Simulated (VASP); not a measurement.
# Be16H (a cell with a defect) in VASP: relaxation of the atoms with PBE

Aim: the relaxation of the atoms of Be16H (a cell with a defect) with PBE.

Program: VASP 6.6.1. These are calculated values, not measurements. Logs are shortened: lines on timing, memory, paths and dates and some standing lists are left out, and cuts for length are marked.

**1. The cell of the first run**

The cell holds a defect, 17 atoms: a = 4.580 Å, b = 3.966 Å, c = 7.177 Å, α = 90.00°, β = 90.00°, γ = 90.00°.

**2. Relaxation of the atoms, PBE**

INCAR

```
ALGO = Normal
EDIFF = 1E-7
EDIFFG = -0.08
ENCUT = 520
GGA = PE
IBRION = 2
ISIF = 2
ISMEAR = -1
LASPH = True
LCHARG = False
LREAL = Auto
LWAVE = False
NELM = 80
NSW = 45
PREC = Accurate
SIGMA = 0.05
```

KPOINTS

```
k-points
0
Gamma
  4 4 3
```

POSCAR

```
Be16H
1.0
   -2.2900000000     -3.9663960000      0.0000000000
    3.4350000000     -1.9831980000      0.0000000000
    0.0000000000      0.0000000000      7.1768600000
Be H
16 1
Direct
    0.7500000000      0.5000000000      0.0000000000
    0.5000000000      0.3333333000      0.2500000000
    0.7500000000      0.5000000000      0.5000000000
    0.5000000000      0.3333333000      0.7500000000
    0.5000000000      0.0000000000      0.0000000000
    0.2500000000      0.8333333000      0.2500000000
    0.5000000000      0.0000000000      0.5000000000
    0.2500000000      0.8333333000      0.7500000000
    0.2500000000      0.5000000000      0.0000000000
    0.0000000000      0.3333333000      0.2500000000
    0.2500000000      0.5000000000      0.5000000000
    0.0000000000      0.3333333000      0.7500000000
    0.0000000000      0.0000000000      0.0000000000
    0.7500000000      0.8333333000      0.2500000000
    0.0000000000      0.0000000000      0.5000000000
    0.7500000000      0.8333333000      0.7500000000
    0.2482653000      0.1716221000      0.3742561000
```

Potentials or basis: VASP PAW PBE potentials, release 64 (Be, H).

Started as:

```console
cat potpaw_PBE.64/Be/POTCAR potpaw_PBE.64/H/POTCAR > POTCAR
mpirun -np 1 vasp_std > vasp.out
```

OUTCAR:

```text
EDIFF = 1E-7
   EDIFFG = -0.08
   ENCUT = 520
   GGA = PE
   IBRION = 2
   ISIF = 2
   ISMEAR = -1
   LASPH = True
   LREAL = Auto
   NELM = 80
   NSW = 45
   PREC = Accurate

 ion  position               nearest neighbor table
   1  0.750  0.500  0.000-  14 2.23  16 2.23   2 2.23   4 2.23  10 2.23  12 2.23   9 2.29  13 2.29
                             5 2.29   9 2.29  13 2.29   5 2.29
   2  0.500  0.333  0.250-  17 1.59   7 2.23   5 2.23   3 2.23   1 2.23  11 2.23   9 2.23  14 2.29
                            10 2.29   6 2.29  10 2.29  14 2.29   6 2.29
   3  0.750  0.500  0.500-  14 2.23  16 2.23   2 2.23   4 2.23  10 2.23  12 2.23  15 2.29  11 2.29
                             7 2.29  11 2.29  15 2.29   7 2.29
   4  0.500  0.333  0.750-   5 2.23   7 2.23   1 2.23   3 2.23   9 2.23  11 2.23  12 2.29  16 2.29
                             8 2.29  12 2.29  16 2.29   8 2.29
   5  0.500  0.000  0.000-   2 2.23   4 2.23   6 2.23   8 2.23  14 2.23  16 2.23   1 2.29  13 2.29
                             9 2.29  13 2.29   9 2.29   1 2.29
   6  0.250  0.833  0.250-  17 1.61  11 2.23   9 2.23   7 2.23   5 2.23  15 2.23  13 2.23   2 2.29
                            14 2.29  10 2.29  14 2.29  10 2.29   2 2.29
   7  0.500  0.000  0.500-  17 1.61   4 2.23   2 2.23   8 2.23   6 2.23  16 2.23  14 2.23   3 2.29
                            15 2.29  11 2.29  15 2.29  11 2.29   3 2.29
   8  0.250  0.833  0.750-   9 2.23  11 2.23   5 2.23   7 2.23  13 2.23  15 2.23   4 2.29  16 2.29
                            12 2.29  16 2.29  12 2.29   4 2.29
   9  0.250  0.500  0.000-   6 2.23   8 2.23  10 2.23  12 2.23   2 2.23   4 2.23   1 2.29   5 2.29
                            13 2.29   1 2.29  13 2.29   5 2.29
  10  0.000  0.333  0.250-  17 1.58  15 2.23  13 2.23  11 2.23   9 2.23   3 2.23   1 2.23   6 2.29
                             2 2.29  14 2.29   2 2.29  14 2.29   6 2.29
  11  0.250  0.500  0.500-  17 1.58   8 2.23   6 2.23  12 2.23  10 2.23   4 2.23   2 2.23   3 2.29
                             7 2.29  15 2.29   3 2.29  15 2.29   7 2.29
  12  0.000  0.333  0.750-  13 2.23  15 2.23   9 2.23  11 2.23   1 2.23   3 2.23   4 2.29   8 2.29
                            16 2.29   4 2.29  16 2.29   8 2.29
  13  0.000  0.000  0.000-  10 2.23  12 2.23  14 2.23  16 2.23   6 2.23   8 2.23   5 2.29   9 2.29
                             1 2.29   5 2.29   9 2.29   1 2.29
  14  0.750  0.833  0.250-   1 2.23   3 2.23  13 2.23  15 2.23   5 2.23   7 2.23   6 2.29  10 2.29
                             2 2.29   6 2.29  10 2.29   2 2.29
  15  0.000  0.000  0.500-  17 1.60  12 2.23  10 2.23  16 2.23  14 2.23   8 2.23   6 2.23   7 2.29
                            11 2.29   3 2.29   7 2.29  11 2.29   3 2.29
  16  0.750  0.833  0.750-   1 2.23   3 2.23  13 2.23  15 2.23   5 2.23   7 2.23   8 2.29  12 2.29
                             4 2.29   8 2.29  12 2.29   4 2.29
  17  0.248  0.172  0.374-  10 1.58  11 1.58   2 1.59  15 1.60   6 1.61   7 1.61

  LATTYP: Found a simple orthorhombic cell.
 ALAT       =     3.9663962620
 B/A-ratio  =     1.1547004875
 C/A-ratio  =     1.8094157835

  Lattice vectors:

 A1 = (  -3.4350000000,   1.9831980000,   0.0000000000)
 A2 = (  -2.2900000000,  -3.9663960000,   0.0000000000)
 A3 = (   0.0000000000,   0.0000000000,   7.1768600000)

Analysis of symmetry for initial positions (statically):
=====================================================================
 Subroutine PRICEL returns:
 Original cell was already a primitive cell.

 Routine SETGRP: Setting up the symmetry group for a
 simple orthorhombic supercell.

 Subroutine GETGRP returns: Found  1 space group operations
 (whereof  1 operations were pure point group operations)
 out of a pool of  8 trial point group operations.

The static configuration has the point symmetry C_1 .

Analysis of symmetry for dynamics (positions and initial velocities):
=====================================================================
 Subroutine PRICEL returns:
 Original cell was already a primitive cell.

 Routine SETGRP: Setting up the symmetry group for a
 simple orthorhombic supercell.

 Subroutine GETGRP returns: Found  1 space group operations
 (whereof  1 operations were pure point group operations)
 out of a pool of  8 trial point group operations.

The dynamic configuration has the point symmetry C_1 .

 Subroutine INISYM returns: Found  1 space group operations
 (whereof  1 operations are pure point group operations),
 and found     1 'primitive' translations

----------------------------------------------------------------------------------------

                                     Primitive cell

  volume of cell :     130.3755

  direct lattice vectors                    reciprocal lattice vectors
    -2.290000000 -3.966396000  0.000000000    -0.109170306 -0.189088533  0.000000000
[... 61 lines left out ...]
     0.054585156  0.063029507  0.046445567

  Shift w.r.t. Gamma in fractional coordinates (k-lattice)
     0.000000000  0.000000000  0.000000000

 Subroutine IBZKPT returns following result:
 ===========================================

 Found     26 irreducible k-points:

 Following reciprocal coordinates:
            Coordinates               Weight
  0.000000  0.000000  0.000000      1.000000
  0.250000  0.000000  0.000000      2.000000
  0.500000  0.000000  0.000000      1.000000
  0.000000  0.250000  0.000000      2.000000
  0.250000  0.250000  0.000000      2.000000
 -0.250000  0.250000  0.000000      2.000000
[... 16 lines left out ...]
  0.000000  0.500000  0.333333      2.000000
  0.250000  0.500000  0.333333      2.000000
 [... further k-points ...]
   k-points           NKPTS =     26   k-points in BZ     NKDIM =     26   number of bands    NBANDS=     25
   number of dos      NEDOS =    301   number of ions     NIONS =     17
   total plane-waves  NPLWV =  58320
   dimension x,y,z NGX =    36 NGY =   30 NGZ =   54
   dimension x,y,z NGXF=    72 NGYF=   60 NGZF=  108
   ions per type =              16   1
   NGX,Y,Z   is equivalent  to a cutoff of  13.07, 12.57, 12.51 a.u.
   NGXF,Y,Z  is equivalent  to a cutoff of  26.13, 25.15, 25.02 a.u.
 SYSTEM =  unknown system
   PREC   = accura    normal or accurate (medium, high low for compatibility)
   ISTART =      0    job   : 0-new  1-cont  2-samecut
   ICHARG =      2    charge: 1-file 2-atom 10-const
   ISPIN  =      1    spin polarized calculation?
   LNONCOLLINEAR =      F non collinear calculations
   LSORBIT =      F    spin-orbit coupling
   LASPH  =      T    aspherical Exc in radial PAW
   ENCUT  =  520.0 eV  38.22 Ry    6.18 a.u.   8.52  7.37 13.34*2*pi/ulx,y,z
   NELM   =     80;   NELMIN=  2; NELMDL= -5     # of ELM steps
   EDIFF  = 0.1E-06   stopping-criterion for ELM
   LREAL  =      T    real-space projection
   EDIFFG = -.8E-01   stopping-criterion for IOM
   NSW    =     45    number of steps for IOM
   IBRION =      2    ionic relax: 0-MD 1-quasi-New 2-CG
   NFREE  =      1    steps in history (QN), initial steepest desc. (CG)
   ISIF   =      2    stress and relaxation
   ISYM   =      2    0-nonsym 1-usesym 2-fastsym
   POTIM  = 0.5000    time-step for ionic-motion
   TEBEG  =    0.0;   TEEND  =   0.0 temperature during run
   PSTRESS=    0.0 pullay stress
   NELECT =      33.0000    total number of electrons
   NUPDOWN=      -1.0000    fix difference up-down
   EMIN   =  10.00;   EMAX   =-10.00  energy-range for DOS
   EFERMI =   0.00;   METHOD = LEGACY
   ISMEAR =    -1;   SIGMA  =   0.05  broadening in eV -4-tet -1-fermi 0-gaus
   EFERMI_NEDOS =   21; number of points for ismear=-14 and -15
   IALGO  =     38    algorithm
   IMIX   =      4    mixing-type and parameters
     AMIX     =   0.40;   BMIX     =  1.00
     AMIX_MAG =   1.60;   BMIX_MAG =  1.00
  volume/ion in A,a.u.               =       7.67        51.75
  Fermi-wavevector in a.u.,A,eV,Ry     =   1.035573  1.956950 14.591049  1.072412
  Thomas-Fermi vector in A             =   2.169923
   LORBIT       =      0    0 simple, 1 ext, 2 COOP (PROOUT), +10 PAW based schemes
   GGA     = PE    functional components
   LHFCALC =     F    Hartree Fock is set to
   AEXX    =    0.0000 exact exchange contribution
   IVDW    =     0    specifies the selected vdW correction
   LEPSILON=     F    determine dielectric tensor
   LRPA    =     F    only Hartree local field effects (RPA)
 conjugate gradient relaxation of ions
 non-spin polarized calculation
  energy-cutoff  :      520.00
  volume of cell :      130.38
 maximum number of plane-waves:      3529
 NGX is ok and might be reduce to    36
   NGX = 17   NGY = 15   NGZ = 27

--------------------------------------- Ionic step        1  -------------------------------------------

 number of electron      33.0000001 magnetization

 Free energy of the ion-electron system (eV)
  ---------------------------------------------------
  ext. energy  EPLUGINS =         0.00000000
  ---------------------------------------------------
  free energy    TOTEN  =       -61.62399559 eV

  energy without entropy =      -61.60242900  energy(sigma->0) =      -61.61321229

------------------------ aborting loop because EDIFF is reached ----------------------------------------

  FORCE on cell =-STRESS in cart. coord.  units (eV):
  Direction    XX          YY          ZZ          XY          YZ          ZX
  --------------------------------------------------------------------------------------
  -------------------------------------------------------------------------------------
  Total        0.8727792     -0.3910248     -0.1571565     -1.0909734     -0.0957688      0.1622043
  in kB       10.7255342     -4.8052815     -1.9312879    -13.4069112     -1.1768978      1.9933196
  external PRESSURE =       1.3296549 kB  Pullay stress =       0.0000000 kB
[... 191 lines left out ...]
--------------------------------------- Ionic step        5  -------------------------------------------

 number of electron      33.0000001 magnetization

 Free energy of the ion-electron system (eV)
  ---------------------------------------------------
  ext. energy  EPLUGINS =         0.00000000
  ---------------------------------------------------
  free energy    TOTEN  =       -61.72354041 eV

  energy without entropy =      -61.70522517  energy(sigma->0) =      -61.71438279

 E-fermi :   7.5354     XC(G=0): -10.5854

 val. band max:        7.4661246556   @ k =   0.5000   0.2500   0.0000
 cond. band min:       7.5984284034   @ k =   0.0000   0.5000   0.0000
 fundamental gap:      0.1323037478
 Fermi energy:         7.5353581324

 k-point     1 :       0.0000    0.0000    0.0000
  band No.  band energies     occupation
      1      -5.1852      2.00000
      2      -3.0184      2.00000
      3      -2.1697      2.00000
      4      -0.2017      2.00000
      5       0.9648      2.00000
      6       1.5540      2.00000
[... 661 lines left out ...]
     24      11.2326      0.00000
     25      12.5059      0.00000

 [... further k-points ...]

------------------------ aborting loop because EDIFF is reached ----------------------------------------

  FORCE on cell =-STRESS in cart. coord.  units (eV):
  Direction    XX          YY          ZZ          XY          YZ          ZX
  --------------------------------------------------------------------------------------
  -------------------------------------------------------------------------------------
  Total        0.5587499     -0.3119998     -0.5190357     -0.7530229     -0.2003594      0.3469362
  in kB        6.8664464     -3.8341480     -6.3784000     -9.2538565     -2.4622052      4.2634793
  external PRESSURE =      -1.1153672 kB  Pullay stress =       0.0000000 kB
[... 32 lines left out ...]
  FREE ENERGIE OF THE ION-ELECTRON SYSTEM (eV)
  ---------------------------------------------------
  free  energy   TOTEN  =       -61.7235404064 eV

  energy  without entropy=      -61.7052251741  energy(sigma->0) =      -61.71438279

 reached required accuracy - stopping structural energy minimisation
```

Wall time 12 min (1 thread of Intel Xeon 8259CL, shared host); peak memory 0.26 GiB.

Results:

```yaml
Free_energy: -61.7235 eV
Energy_gained_by_relaxing: 5.9 meV/atom
Ionic_steps: 5
Pressure_after_relaxing: -0.1 GPa
Largest_force_after_relaxing: 0.040 eV/Å
Band_gap_on_the_k_mesh: zero (an odd number of electrons rules out a gap without spin polarisation)
```

Forces on the atoms (eV/Å):
```
Be  -0.008  0.005  0.031
Be  -0.005  0.010 -0.016
Be   0.017 -0.010 -0.006
Be  -0.013 -0.008 -0.024
Be   0.003 -0.018  0.024
Be   0.020 -0.010 -0.007
Be   0.015 -0.003  0.018
Be   0.035 -0.019 -0.005
Be  -0.031  0.019  0.003
Be  -0.012  0.000 -0.014
Be  -0.021  0.013  0.005
Be   0.002  0.016 -0.024
Be   0.017  0.008  0.024
Be  -0.018  0.010  0.003
Be   0.010 -0.011  0.017
Be   0.008 -0.004 -0.030
H   -0.018  0.003  0.002
```

Stress tensor (GPa, compression positive):
```
 0.69 -0.93  0.43
-0.93 -0.38 -0.25
 0.43 -0.25 -0.64
```

Step by step:
```csv
step,energy change (eV),largest force (eV/Å),pressure (GPa)
1,0.0000,0.6482,0.13
2,-0.0775,0.2423,-0.08
3,-0.0921,0.1862,-0.12
4,-0.0979,0.0868,-0.12
5,-0.0995,0.0400,-0.11
```

Final structure:
```
Be H
1.0
    -2.29000   -3.96640    0.00000
     3.43500   -1.98320    0.00000
     0.00000    0.00000    7.17686
Be H
16 1
Direct
  0.74994 0.50397 0.99686
  0.50919 0.33832 0.24629
  0.74985 0.50374 0.50163
  0.50125 0.33456 0.75026
  0.50128 0.99885 0.99966
  0.25002 0.82552 0.24606
  0.50918 0.99492 0.50361
  0.24999 0.83716 0.75287
  0.24999 0.49657 0.99712
  0.99069 0.33852 0.24622
  0.25002 0.50919 0.50400
  0.99871 0.33455 0.75026
  0.99868 0.99887 0.99966
  0.74985 0.82969 0.24854
  0.99074 0.99474 0.50367
  0.74996 0.82944 0.75308
  0.24892 0.16969 0.37445
```

Caveat: the k points lie up to 0.40 Å⁻¹ apart, too coarse for converged energies and pressures of a metal; the relaxation stopped at a loose force limit of 0.08 eV/Å, so its end isn't a converged minimum.

The gap in the log of VASP goes by the Fermi energy; the results here count the filled bands.